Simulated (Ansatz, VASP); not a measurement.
**One calculation of KTaO3, two programs**

File INCAR:

```
PREC = Accurate
ENCUT = 520
EDIFF = 1E-7
ISMEAR = 0
SIGMA = 0.02
LREAL = False
LASPH = True
NELM = 80
ALGO = Normal
ISIF = 2
LWAVE = False
LCHARG = False
GGA = PE
NBANDS = 27
```

KPOINTS

```
regular mesh
0
Gamma
  8 8 8
```

File POSCAR:

```
KTaO3
1.0
    4.1544571748      0.0000000000      0.0000000000
    0.0000000000      4.1544571748      0.0000000000
    0.0000000000      0.0000000000      4.1544571748
K Ta O
1 1 3
Direct
    0.5000000000      0.5000000000      0.5000000000
    0.0000000000      0.0000000000      0.0000000000
    0.5000000000      0.0000000000      0.0000000000
    0.0000000000      0.5000000000      0.0000000000
    0.0000000000      0.0000000000      0.5000000000
```

Input for Ansatz:

```yaml
crystal:
  lattice:
    - [4.1544571748, 0.0, 0.0]
    - [0.0, 4.1544571748, 0.0]
    - [0.0, 0.0, 4.1544571748]
  atoms:
    - { symbol: K, position: [0.5, 0.5, 0.5] }
    - { symbol: Ta, position: [0.0, 0.0, 0.0] }
    - { symbol: O, position: [0.5, 0.0, 0.0] }
    - { symbol: O, position: [0.0, 0.5, 0.0] }
    - { symbol: O, position: [0.0, 0.0, 0.5] }
basis:
  ecutwfc: 420
kpoints:
  mp_grid: { grid: [8, 8, 8] }
hamiltonian:
  xc: pbe
scf:
  occupations: { method: gaussian, width: 0.02 }
output:
  forces: true
  stress: true
  eigenvalues: true
```

Alike in both runs: task single point; functional PBE; k mesh 8 × 8 × 8; occupations gaussian, width 0.02 eV; no spin polarisation.

|  | VASP | Ansatz |
| --- | --- | --- |
| version | VASP 6.6.1 | Ansatz 0.2.0 |
| potentials or method | VASP PAW PBE potentials, release 64 (K_sv, Ta_pv, O), cutoff 520 eV | scalar-relativistic, plane waves, PAW |
| valence electrons in the cell | 38 | 40 |

VASP gave:

* gap on the k mesh at the Fermi level (eV): 1.89
* least direct gap on the mesh (eV): 2.53
* pressure (GPa): -14.2

**Question.** Estimate Ansatz's values.

**Answer.** gap on the k mesh at the Fermi level (eV): 1.93; least direct gap on the mesh (eV): 2.57; pressure (GPa): -14.5.

With one functional, cell and mesh, what is left measures potentials, basis and numerics. VASP's potentials hold 38 valence electrons a cell and Ansatz's 40, so a difference there can come from the potentials and not from the codes.

Spin-orbit coupling is off throughout.
